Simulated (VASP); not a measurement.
# Ba (Pm-3m) in VASP: notebook

Runs on Ba. Level: PBE. Tasks: single point.

Everything below comes from runs of VASP 6.6.1. Logs are shortened: lines on timing, memory, paths and dates and some standing lists are left out, and cuts for length are marked.

## (1) The cell of the first run

Symmetry: Pm-3m, No. 221, cubic system. The conventional cell has a = 2.944 Å, b = 2.944 Å, c = 2.944 Å, α = 90.00°, β = 90.00°, γ = 90.00°. Ba (site symmetry m-3m) has 6 Ba at 2.94 Å within 3.9 Å.

This isn't the form of Ba at room conditions, which is bcc.

## (2) Single point, PBE

INCAR

```
ALGO = Normal
EDIFF = 1E-7
ENCUT = 520
GGA = PE
ISIF = 2
ISMEAR = -1
LASPH = T
LCHARG = T
LELF = T
LREAL = F
LVHAR = T
LWAVE = F
NBANDS = 11
NELM = 60
PREC = Accurate
SIGMA = 0.1
```

KPOINTS

```
k-points
0
Gamma
  11 11 11
```

POSCAR

```
Ba
1.0
    2.9436157570      0.0000000000      0.0000000000
    0.0000000000      2.9436157570      0.0000000000
    0.0000000000      0.0000000000      2.9436157570
Ba
1
Direct
    0.0000000000      0.0000000000      0.0000000000
```

Potentials or basis: VASP PAW PBE potentials, release 64 (Ba_sv).

The run is started by

```console
cat potpaw_PBE.64/Ba_sv/POTCAR > POTCAR
mpirun -np 1 vasp_std > vasp.out
```

OUTCAR:

```text
EDIFF = 1E-7
   ENCUT = 520
   GGA = PE
   ISIF = 2
   ISMEAR = -1
   LASPH = T
   LREAL = F
   NELM = 60
   PREC = Accurate

 ion  position               nearest neighbor table
   1  0.000  0.000  0.000-

  LATTYP: Found a simple cubic cell.
 ALAT       =     2.9436157570

  Lattice vectors:

 A1 = (   2.9436157570,   0.0000000000,   0.0000000000)
 A2 = (   0.0000000000,   2.9436157570,   0.0000000000)
 A3 = (   0.0000000000,   0.0000000000,   2.9436157570)

Analysis of symmetry for initial positions (statically):
=====================================================================
 Subroutine PRICEL returns:
 Original cell was already a primitive cell.

 Routine SETGRP: Setting up the symmetry group for a
 simple cubic supercell.

 Subroutine GETGRP returns: Found 48 space group operations
 (whereof 48 operations were pure point group operations)
 out of a pool of 48 trial point group operations.

The static configuration has the point symmetry O_h .

Analysis of symmetry for dynamics (positions and initial velocities):
=====================================================================
 Subroutine PRICEL returns:
 Original cell was already a primitive cell.

 Routine SETGRP: Setting up the symmetry group for a
 simple cubic supercell.

 Subroutine GETGRP returns: Found 48 space group operations
 (whereof 48 operations were pure point group operations)
 out of a pool of 48 trial point group operations.

The dynamic configuration has the point symmetry O_h .

 Subroutine INISYM returns: Found 48 space group operations
 (whereof 48 operations are pure point group operations),
 and found     1 'primitive' translations

----------------------------------------------------------------------------------------

                                     Primitive cell

  volume of cell :      25.5061

  direct lattice vectors                    reciprocal lattice vectors
     2.943615757  0.000000000  0.000000000     0.339718252  0.000000000  0.000000000
     0.000000000  2.943615757  0.000000000     0.000000000  0.339718252  0.000000000
     0.000000000  0.000000000  2.943615757     0.000000000  0.000000000  0.339718252

  length of vectors
     2.943615757  2.943615757  2.943615757     0.339718252  0.339718252  0.339718252

  position of ions in fractional coordinates (direct lattice)
     0.000000000  0.000000000  0.000000000

  ion indices of the primitive-cell ions
   primitive index   ion index
                 1           1

----------------------------------------------------------------------------------------

 KPOINTS: k-points

Automatic generation of k-mesh.
 Grid dimensions read from file:
 generate k-points for:   11   11   11

 Generating k-lattice:

  Cartesian coordinates                     Fractional coordinates (reciprocal lattice)
     0.030883477  0.000000000  0.000000000     0.090909091  0.000000000  0.000000000
     0.000000000  0.030883477  0.000000000     0.000000000  0.090909091  0.000000000
     0.000000000  0.000000000  0.030883477     0.000000000  0.000000000  0.090909091

  Length of vectors
     0.030883477  0.030883477  0.030883477

  Shift w.r.t. Gamma in fractional coordinates (k-lattice)
     0.000000000  0.000000000  0.000000000

 Subroutine IBZKPT returns following result:
 ===========================================

 Found     56 irreducible k-points:

 Following reciprocal coordinates:
            Coordinates               Weight
  0.000000  0.000000  0.000000      1.000000
  0.090909  0.000000  0.000000      6.000000
  0.181818  0.000000  0.000000      6.000000
  0.272727  0.000000  0.000000      6.000000
  0.363636  0.000000  0.000000      6.000000
  0.454545  0.000000  0.000000      6.000000
[... 16 lines left out ...]
  0.181818  0.090909  0.090909     24.000000
  0.272727  0.090909  0.090909     24.000000
 [... further k-points ...]
   k-points           NKPTS =     56   k-points in BZ     NKDIM =     56   number of bands    NBANDS=     11
   number of dos      NEDOS =    301   number of ions     NIONS =      1
   total plane-waves  NPLWV =  13824
   dimension x,y,z NGX =    24 NGY =   24 NGZ =   24
   dimension x,y,z NGXF=    48 NGYF=   48 NGZF=   48
   ions per type =               1
   NGX,Y,Z   is equivalent  to a cutoff of  13.55, 13.55, 13.55 a.u.
   NGXF,Y,Z  is equivalent  to a cutoff of  27.11, 27.11, 27.11 a.u.
 SYSTEM =  unknown system
   PREC   = accura    normal or accurate (medium, high low for compatibility)
   ISTART =      0    job   : 0-new  1-cont  2-samecut
   ICHARG =      2    charge: 1-file 2-atom 10-const
   ISPIN  =      1    spin polarized calculation?
   LNONCOLLINEAR =      F non collinear calculations
   LSORBIT =      F    spin-orbit coupling
   LASPH  =      T    aspherical Exc in radial PAW
   ENCUT  =  520.0 eV  38.22 Ry    6.18 a.u.   5.47  5.47  5.47*2*pi/ulx,y,z
   NELM   =     60;   NELMIN=  2; NELMDL= -5     # of ELM steps
   EDIFF  = 0.1E-06   stopping-criterion for ELM
   LREAL  =      F    real-space projection
   EDIFFG = 0.1E-05   stopping-criterion for IOM
   NSW    =      0    number of steps for IOM
   IBRION =     -1    ionic relax: 0-MD 1-quasi-New 2-CG
   NFREE  =      0    steps in history (QN), initial steepest desc. (CG)
   ISIF   =      2    stress and relaxation
   ISYM   =      2    0-nonsym 1-usesym 2-fastsym
   POTIM  = 0.5000    time-step for ionic-motion
   TEBEG  =    0.0;   TEEND  =   0.0 temperature during run
   PSTRESS=    0.0 pullay stress
   NELECT =      10.0000    total number of electrons
   NUPDOWN=      -1.0000    fix difference up-down
   EMIN   =  10.00;   EMAX   =-10.00  energy-range for DOS
   EFERMI =   0.00;   METHOD = LEGACY
   ISMEAR =    -1;   SIGMA  =   0.10  broadening in eV -4-tet -1-fermi 0-gaus
   EFERMI_NEDOS =   21; number of points for ismear=-14 and -15
   IALGO  =     38    algorithm
   IMIX   =      4    mixing-type and parameters
     AMIX     =   0.40;   BMIX     =  1.00
     AMIX_MAG =   1.60;   BMIX_MAG =  1.00
  volume/ion in A,a.u.               =      25.51       172.12
  Fermi-wavevector in a.u.,A,eV,Ry     =   1.198194  2.264258 19.533452  1.435668
  Thomas-Fermi vector in A             =   2.334089
   LORBIT       =      0    0 simple, 1 ext, 2 COOP (PROOUT), +10 PAW based schemes
   GGA     = PE    functional components
[... 5 lines left out ...]
 non-spin polarized calculation
  energy-cutoff  :      520.00
  volume of cell :       25.51
 maximum number of plane-waves:       715
 NGX is ok and might be reduce to    24
   NGX = 11   NGY = 11   NGZ = 11

 number of electron      10.0000000 magnetization

 Free energy of the ion-electron system (eV)
  ---------------------------------------------------
  ext. energy  EPLUGINS =         0.00000000
  ---------------------------------------------------
  free energy    TOTEN  =         0.30910886 eV

  energy without entropy =        0.34870085  energy(sigma->0) =        0.32890486

 E-fermi :   6.4138     XC(G=0): -10.9202

 val. band max:        6.3606665605   @ k =   0.2727   0.2727   0.1818
 cond. band min:       6.4225790345   @ k =   0.3636   0.0909   0.0000
 fundamental gap:      0.0619124740
 Fermi energy:         6.4137601536

 k-point     1 :       0.0000    0.0000    0.0000
  band No.  band energies     occupation
      1     -23.7223      2.00000
      2      -5.5324      2.00000
      3      -5.5324      2.00000
      4      -5.5324      2.00000
      5       4.9168      2.00000
      6       4.9366      2.00000
      7       4.9366      2.00000
      8      17.4467      0.00000
      9      17.4467      0.00000
     10      17.4467      0.00000
     11      20.9709      0.00000

 k-point     2 :       0.0909    0.0000    0.0000
  band No.  band energies     occupation
      1     -23.6518      2.00000
      2      -6.1693      2.00000
      3      -5.4805      2.00000
      4      -5.4805      2.00000
      5       5.0282      2.00000
      6       5.0522      2.00000
      7       5.8467      1.99313
      8      16.2450      0.00000
      9      16.2450      0.00000
     10      17.5170      0.00000
     11      19.8497      0.00000

 k-point     3 :       0.1818    0.0000    0.0000
  band No.  band energies     occupation
      1     -23.4546      2.00000
      2      -7.5720      2.00000
      3      -5.3372      2.00000
      4      -5.3372      2.00000
      5       5.2891      1.99997
      6       5.4345      1.99989
      7       8.0062      0.00000
      8      14.3213      0.00000
      9      14.3213      0.00000
     10      17.7136      0.00000
     11      18.0464      0.00000

 k-point     4 :       0.2727    0.0000    0.0000
  band No.  band energies     occupation
      1     -23.1762      2.00000
      2      -9.0513      2.00000
      3      -5.1398      2.00000
      4      -5.1398      2.00000
      5       5.6715      1.99881
      6       6.0488      1.94934
      7      10.2419      0.00000
      8      12.6245      0.00000
      9      12.6245      0.00000
     10      17.0127      0.00000
     11      17.9912      0.00000

 k-point     5 :       0.3636    0.0000    0.0000
  band No.  band energies     occupation
      1     -22.8955      2.00000
      2     -10.2248      2.00000
      3      -4.9472      2.00000
      4      -4.9472      2.00000
      5       6.0782      1.93258
      6       6.8332      0.02971
      7      10.9334      0.00000
      8      11.3904      0.00000
      9      11.3904      0.00000
     10      16.5861      0.00000
     11      18.2628      0.00000

 k-point     6 :       0.4545    0.0000    0.0000
  band No.  band energies     occupation
      1     -22.7150      2.00000
      2     -10.8723      2.00000
      3      -4.8270      2.00000
      4      -4.8270      2.00000
      5       6.3549      1.28602
      6       7.5613      0.00002
      7      10.4001      0.00000
      8      10.7403      0.00000
      9      10.7403      0.00000
     10      15.7440      0.00000
     11      18.4497      0.00000

 k-point     7 :       0.0909    0.0909    0.0000
  band No.  band energies     occupation
      1     -23.5813      2.00000
      2      -6.1231      2.00000
      3      -6.1038      2.00000
      4      -5.4288      2.00000
      5       5.1501      1.99999
      6       5.9079      1.98738
      7       5.9853      1.97283
      8      15.0629      0.00000
      9      16.0591      0.00000
     10      16.6492      0.00000
     11      20.3147      0.00000

 k-point     8 :       0.1818    0.0909    0.0000
  band No.  band energies     occupation
      1     -23.3844      2.00000
      2      -7.5103      2.00000
      3      -5.9587      2.00000
      4      -5.2862      2.00000
      5       5.4652      1.99985
      6       6.2341      1.71537
      7       8.0602      0.00000
      8      13.2422      0.00000
      9      14.3796      0.00000
     10      16.6561      0.00000
     11      18.6652      0.00000
[... 141 lines left out ...]
 k-point    19 :       0.3636    0.3636    0.0000
  band No.  band energies     occupation
      1     -22.0799      2.00000
      2      -9.4397      2.00000
      3      -9.4114      2.00000
      4      -4.3956      2.00000
      5       3.7617      2.00000
      6       7.9375      0.00000
      7      12.3803      0.00000
      8      12.7416      0.00000
      9      14.2719      0.00000
     10      14.6122      0.00000
     11      17.9290      0.00000

 k-point    20 :       0.4545    0.3636    0.0000
  band No.  band energies     occupation
      1     -21.9022      2.00000
      2     -10.0585      2.00000
      3      -9.2516      2.00000
      4      -4.2833      2.00000
      5       3.0724      2.00000
      6       8.3224      0.00000
      7      11.9113      0.00000
      8      12.8462      0.00000
      9      14.3738      0.00000
     10      14.8921      0.00000
     11      19.0257      0.00000

 k-point    21 :       0.4545    0.4545    0.0000
  band No.  band energies     occupation
      1     -21.7252      2.00000
      2      -9.8825      2.00000
      3      -9.8785      2.00000
      4      -4.1728      2.00000
      5       2.3607      2.00000
      6       8.7044      0.00000
      7      12.1794      0.00000
      8      12.2284      0.00000
      9      14.8663      0.00000
     10      14.9538      0.00000
     11      20.7132      0.00000

 k-point    22 :       0.0909    0.0909    0.0909
  band No.  band energies     occupation
      1     -23.5109      2.00000
      2      -6.0749      2.00000
      3      -6.0493      2.00000
      4      -6.0493      2.00000
      5       5.9928      1.97073
      6       6.0727      1.93607
      7       6.0727      1.93607
      8      14.8467      0.00000
      9      15.3387      0.00000
     10      15.3387      0.00000
     11      21.5909      0.00000

 k-point    23 :       0.1818    0.0909    0.0909
  band No.  band energies     occupation
      1     -23.3142      2.00000
      2      -7.4489      2.00000
      3      -5.9092      2.00000
      4      -5.8987      2.00000
      5       6.3217      1.43038
      6       6.3320      1.38738
      7       8.1164      0.00000
      8      13.3198      0.00000
      9      13.3448      0.00000
     10      15.4588      0.00000
     11      19.8058      0.00000

 k-point    24 :       0.2727    0.0909    0.0909
  band No.  band energies     occupation
      1     -23.0363      2.00000
      2      -8.9199      2.00000
      3      -5.6916      2.00000
      4      -5.6904      2.00000
      5       6.6883      0.12074
      6       6.8169      0.03488
      7       9.6625      0.00000
      8      11.5556      0.00000
      9      12.8771      0.00000
     10      15.7768      0.00000
     11      18.3907      0.00000

 [... further k-points ...]

------------------------ aborting loop because EDIFF is reached ----------------------------------------

  FORCE on cell =-STRESS in cart. coord.  units (eV):
  Direction    XX          YY          ZZ          XY          YZ          ZX
  --------------------------------------------------------------------------------------
  -------------------------------------------------------------------------------------
  Total        6.0112275      6.0112275      6.0112275      0.0000000     -0.0000000      0.0000000
  in kB      377.5986107    377.5986107    377.5986107      0.0000000     -0.0000000      0.0000000
  external PRESSURE =     377.5986107 kB  Pullay stress =       0.0000000 kB

 VOLUME and BASIS-vectors are now :
 -----------------------------------------------------------------------------
  energy-cutoff  :      520.00
  volume of cell :       25.51
      direct lattice vectors                 reciprocal lattice vectors
     2.943615757  0.000000000  0.000000000     0.339718252  0.000000000  0.000000000
     0.000000000  2.943615757  0.000000000     0.000000000  0.339718252  0.000000000
     0.000000000  0.000000000  2.943615757     0.000000000  0.000000000  0.339718252

 POSITION                                       TOTAL-FORCE (eV/Angst)
 -----------------------------------------------------------------------------------
      0.00000      0.00000      0.00000         0.000000      0.000000      0.000000
 -----------------------------------------------------------------------------------
    total drift:                                0.000000      0.000000      0.000000

  FREE ENERGIE OF THE ION-ELECTRON SYSTEM (eV)
  ---------------------------------------------------
  free  energy   TOTEN  =         0.3091088617 eV

  energy  without entropy=        0.3487008547  energy(sigma->0) =        0.32890486
```

It took 19 s on 1 thread of Intel Xeon 8259CL, shared host; peak memory 0.15 GiB.

What came out:

| Item | Value |
| --- | --- |
| Free energy | 0.3091 eV |
| Pressure | 37.8 GPa |
| Band gap on the k mesh | zero (bands 5 and 6 overlap by 2.99 eV) |

Levels at points of the mesh, in eV from the Fermi level:
| k point | band 2 | band 3 | band 4 | band 5 | band 6 | band 7 | band 8 | band 9 |
| --- | --- | --- | --- | --- | --- | --- | --- | --- |
| (0.00, 0.00, 0.00) | -11.95 | -11.95 | -11.95 | -1.50 | -1.48 | -1.48 | 11.03 | 11.03 |

Caveat: the cell stands under pressure; spin-orbit coupling is left out, which moves the levels of the heavy elements.

## (3) Single point, PBE

This run uses another cell than the first one, of 28.34 Å³/atom.

INCAR

```
  PREC = Accurate
  ENCUT = 520
  EDIFF = 1E-6
  ISMEAR = -1
  SIGMA = 0.1
  LREAL = F
  LASPH = T
  NELM = 100
  ALGO = Normal
  ISIF = 2
  LWAVE = F
  LCHARG = F
  GGA = PE
  NBANDS = 11
```

KPOINTS

```
Automatic mesh
0
Gamma
  11 11 11
```

POSCAR

```
Ba
1.0
    3.0488055112      0.0000000000      0.0000000000
    0.0000000000      3.0488055112      0.0000000000
    0.0000000000      0.0000000000      3.0488055112
Ba
1
Direct
    0.0000000000      0.0000000000      0.0000000000
```

Potentials or basis: VASP PAW PBE potentials, release 64 (Ba_sv).

The run is started by

```console
cat potpaw_PBE.64/Ba_sv/POTCAR > POTCAR
mpirun -np 1 vasp_std > vasp.out
```

Wall time 15 s (1 thread of Intel Xeon 8259CL, shared host); peak memory 0.15 GiB.

The run converged. Its results:

```yaml
Free_energy: -0.2349 eV
Pressure: 25.1 GPa
Band_gap_on_the_k_mesh: zero (bands 5 and 6 overlap by 2.47 eV)
```

Levels at points of the mesh, in eV from the Fermi level:
```
           k point  band 2  band 3  band 4  band 5  band 6  band 7  band 8  band 9
(0.00, 0.00, 0.00)  -12.25  -12.25  -12.25   -1.87   -1.20   -1.20   10.01   10.01
```

Caveat: the cell stands under pressure; spin-orbit coupling is left out, which moves the levels of the heavy elements.

## (4) Single point, PBE

This run uses another cell than the first one, of 34.93 Å³/atom.

INCAR

```
  PREC = Accurate
  ENCUT = 520
  EDIFF = 1E-7
  ISMEAR = -1
  SIGMA = 0.1
  LREAL = False
  LASPH = True
  NELM = 60
  ALGO = Normal
  ISIF = 2
  LWAVE = False
  LCHARG = True
  GGA = PE
  LELF = True
  LVHAR = True
  NBANDS = 11
```

KPOINTS

```
regular mesh
0
Gamma
  11 11 11
```

POSCAR

```
Ba
1.0
    3.2687800015      0.0000000000      0.0000000000
    0.0000000000      3.2687800015      0.0000000000
    0.0000000000      0.0000000000      3.2687800015
Ba
1
Direct
    0.0000000000      0.0000000000      0.0000000000
```

The run is started by

```console
cat potpaw_PBE.64/Ba_sv/POTCAR > POTCAR
mpirun -np 1 vasp_std > vasp.out
```

It took 19 s on 1 thread of Intel Xeon 8259CL, shared host; peak memory 0.15 GiB.

It converged, with:

```yaml
Free_energy: -0.9533 eV
Pressure: 12.0 GPa
Band_gap_on_the_k_mesh: zero (bands 5 and 6 overlap by 1.50 eV)
```

Levels at points of the mesh, in eV from the Fermi level:
| k point | band 2 | band 3 | band 4 | band 5 | band 6 | band 7 | band 8 | band 9 |
| --- | --- | --- | --- | --- | --- | --- | --- | --- |
| (0.00, 0.00, 0.00) | -12.76 | -12.76 | -12.76 | -2.31 | -0.69 | -0.69 | 8.28 | 8.28 |

Caveat: the cell stands under pressure; spin-orbit coupling is left out, which moves the levels of the heavy elements.

## (5) Overview

```csv
cell,gap on the mesh (eV),pressure (GPa)
"a = 2.944 Å, 1 atom",none,37.8
"a = 3.049 Å, 1 atom",none,25.1
"a = 3.269 Å, 1 atom",none,12.0
```

Alike in all rows: task single point; level PBE; potentials or basis VASP PAW PBE potentials, release 64 (Ba_sv); no spin polarisation; k mesh 11 × 11 × 11; cutoff (eV) 520; smearing fermi-dirac 0.1 eV.

Caveats: the cell stands under pressure; spin-orbit coupling is left out, which moves the levels of the heavy elements.

Total energies depend on the potentials used, so only differences within one code and one set of settings carry meaning.
